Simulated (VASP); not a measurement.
Input of a VASP 6.6.1 run:

POSCAR

```
BaS
1.0
    0.0000000000      3.3215000000      3.1937500000
    3.3215000000      0.0000000000      3.1937500000
    3.3215000000      3.3215000000      0.0000000000
Ba S
1 1
Direct
    0.0000000000      0.0000000000      0.0000000000
    0.5000000000      0.5000000000      0.5000000000
```

INCAR.step1

```
SYSTEM = BaS
PREC     = Accurate       ! precision mode
ENCUT    = 520            ! plane-wave cutoff, eV
ISMEAR   = 0              ! smearing method
SIGMA    = 0.05           ! smearing width, eV
LREAL    = .False.        ! projectors in reciprocal space
LASPH    = .True.         ! aspherical terms in the spheres
NELM     = 60             ! most SCF steps
NBANDS   = 15             ! bands
GGA      = PE             ! functional
ALGO     = Normal         ! electronic algorithm
EDIFF    = 1E-4           ! SCF threshold, eV
LWAVE    = .True.         ! write WAVECAR
LCHARG   = .False.        ! write CHGCAR
```

Contents of INCAR.step2:

```
SYSTEM = BaS
PREC     = Accurate       ! precision mode
ENCUT    = 520            ! plane-wave cutoff, eV
EDIFF    = 1E-7           ! SCF threshold, eV
ISMEAR   = 0              ! smearing method
SIGMA    = 0.05           ! smearing width, eV
LREAL    = .False.        ! projectors in reciprocal space
LASPH    = .True.         ! aspherical terms in the spheres
NELM     = 60             ! most SCF steps
ALGO     = Normal         ! electronic algorithm
ISIF     = 2              ! what is computed and relaxed
LWAVE    = .False.        ! write WAVECAR
LCHARG   = .False.        ! write CHGCAR
METAGGA  = R2SCAN         ! meta-GGA
LMIXTAU  = .True.       
NBANDS   = 15             ! bands
ISTART   = 1
```

File KPOINTS:

```
regular mesh
0
Gamma
  6 6 6
  0 0 0
```

Potentials or basis: VASP PAW PBE potentials, release 64 (Ba_sv, S).

Run with:

```bash
$ cat potpaw_PBE.64/Ba_sv/POTCAR potpaw_PBE.64/S/POTCAR > POTCAR
$ cp INCAR.step1 INCAR
$ mpirun -np 1 vasp_std > vasp.out
$ cp INCAR.step2 INCAR
$ mpirun -np 1 vasp_std > vasp.out
```

(1) Estimate the band gap on the k mesh.

(2) Estimate the pressure.

Results:

(1) 2.48 eV, indirect (least direct gap 2.68 eV).

(2) -1.8 GPa.

Caveat: the cell differs from its parent crystal (strain +0.040 along x and y, +0.000 along z); the PAW data sets were made with another functional, which shifts forces and pressure a little; spin-orbit coupling is left out, which moves the levels of the heavy elements.
